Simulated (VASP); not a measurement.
## Ga8BiAs7: single point with PBEsol

The system is Ga8BiAs7.

```xyz
16
Lattice="0.0000 5.7413 5.7413 5.7413 0.0000 5.7413 5.7413 5.7413 0.0000" Properties=species:S:1:pos:R:3 pbc="T T T"
Ga    0.0382    5.7618    5.7396
Ga    5.7199    5.7228    5.7373
Ga    8.5798    2.8715    5.7445
Ga    8.5865    8.6159    5.7562
Ga    2.8662    5.7400    8.6035
Ga    2.8630    5.7285    2.8694
Ga   11.4645    8.6170    8.6013
Ga    5.7579    8.5955    8.6360
As    1.4296    1.4329    1.4574
As    4.2990    4.3292    1.4418
As    4.3193    4.3265    7.1426
As    4.3134    1.4445    4.3195
As    4.3475    7.1712    4.3217
As    1.4187    4.2925    4.2895
As    7.1418    4.2938    4.2884
Bi    7.2086    7.1543    7.1761
```

* Program: VASP 6.6.1
* Task: single point
* Functional: PBEsol
* Potentials or basis: VASP PAW PBE potentials, release 64 (Ga_d, As, Bi_d)
* Cutoff: 520 eV
* k mesh: 3 × 3 × 3
* Occupations: fermi-dirac, width 0.05 eV
* Spin: no spin polarisation

```json
{
 "Pressure": "0.9 GPa",
 "Largest force": "2.349 eV/Å",
 "Band gap on the k mesh": "0.02 eV"
}
```

Forces in eV/Å, atoms in the order of the input:
```
Ga  -0.309 -0.171  0.032
Ga  -0.617 -0.789 -1.027
Ga   0.280  0.042  0.000
Ga   1.355  1.263 -1.395
Ga   0.134 -0.021  0.169
Ga   1.442 -1.153  1.452
Ga  -0.009 -0.011 -0.008
Ga  -1.300  0.994  0.612
As   0.080  0.109 -0.114
As   0.215 -0.296 -0.051
As  -0.333 -0.246  0.244
As  -0.137 -0.029 -0.030
As  -0.577  0.042 -0.140
As   0.183  0.095  0.117
As   0.273  0.145  0.153
Bi  -0.681  0.025 -0.016
```

Stress tensor (GPa, compression positive):
```
 0.79  0.08 -0.02
 0.08  0.89 -0.48
-0.02 -0.48  0.87
```

Levels at points of the mesh, in eV from the valence-band top:
| k point | band 73 | band 74 | band 75 | band 76 | band 77 | band 78 | band 79 | band 80 | band 81 | band 82 |
| --- | --- | --- | --- | --- | --- | --- | --- | --- | --- | --- |
| (0.00, 0.00, 0.00) | -1.10 | -1.08 | -0.08 | -0.03 | 0.00 | 0.02 | 0.59 | 0.60 | 0.61 | 0.85 |

Run time: 27 min on 1 thread of Intel Xeon 8259CL, on a shared host, peak memory 0.67 GiB.

Caveat: the smearing spreads over this small gap; the PAW data sets were made with another functional, which shifts forces and pressure a little; spin-orbit coupling is left out, which moves the levels of the heavy elements.
